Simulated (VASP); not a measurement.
Here is a VASP 6.6.1 calculation.

File INCAR:

```
SYSTEM = InAs4
PREC = Accurate
ENCUT = 520
EDIFF = 1E-7
ISMEAR = 0
SIGMA = 0.1
LREAL = .False.
LASPH = .True.
NELM = 60
ALGO = Normal
ISIF = 2
LWAVE = .False.
LCHARG = .False.
GGA = PE
IVDW = 12
NBANDS = 24
```

The input KPOINTS:

```
regular mesh
0
Gamma
  8 8 12
  0 0 0
```

POSCAR

```
InAs4
1.0
    6.0768986185      0.0000000000      0.0000000000
    0.0000000000      6.0768986185      0.0000000000
    0.0000000000      0.0000000000      2.8867404445
In As
1 4
Direct
    0.5000000000      0.5000000000      0.5000000000
    0.7173615820      0.0941011677      0.0000000000
    0.9058988323      0.7173615820      0.0000000000
    0.0941011677      0.2826384180      0.0000000000
    0.2826384180      0.9058988323      0.0000000000
```

Potentials or basis: VASP PAW PBE potentials, release 64 (In_d, As).

The run is started by

```bash
$ cat potpaw_PBE.64/In_d/POTCAR potpaw_PBE.64/As/POTCAR > POTCAR
$ mpirun -np 1 vasp_std > vasp.out
```

(1) Estimate the dispersion energy per atom.

(2) What does it give for the pressure?

## Answers

(1) -0.424 eV.

(2) 0.1 GPa.

Caveat: pairwise dispersion overbinds metals, which lowers pressure and volume.
